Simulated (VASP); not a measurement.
A run of VASP 6.6.1 is set up as follows.

Contents of INCAR:

```
  PREC = Accurate
  ENCUT = 600
  EDIFF = 1E-6
  ISMEAR = -1
  SIGMA = 0.05
  LREAL = False
  LASPH = True
  NELM = 100
  ALGO = Normal
  ISIF = 3
  LWAVE = False
  LCHARG = False
  GGA = RE
  IBRION = 2
  NSW = 60
  EDIFFG = -0.01
```

File KPOINTS:

```
regular mesh
0
Gamma
  8 8 5
```

POSCAR

```
Y
1.0
    3.6474000000      0.0000000000      0.0000000000
   -1.8237000000      3.1587410578      0.0000000000
    0.0000000000      0.0000000000      5.7306000000
Y
2
Direct
    0.6666666667      0.3333333333      0.7500000000
    0.3333333333      0.6666666667      0.2500000000
```

Potentials or basis: VASP PAW PBE potentials, release 64 (Y_sv).

Launch:

```sh
$ cat potpaw_PBE.64/Y_sv/POTCAR > POTCAR
$ mpirun -np 1 vasp_std > vasp.out
```

(1) Predict the relaxed cell.

(2) What does it give for the space group after relaxing (to 0.1 Å)?

(3) Estimate the band gap on the k mesh.

(4) What does it give for the relaxed volume?

## Answers

(1) a = 3.683 Å, b = 3.683 Å, c = 5.745 Å, α = 90.00°, β = 90.00°, γ = 120.00°.

(2) P6_3/mmc (No. 194).

(3) zero (bands 11 and 12 overlap by 1.30 eV).

(4) 33.75 Å³/atom.

Caveat: the PAW data sets were made with another functional, which shifts forces and pressure a little.
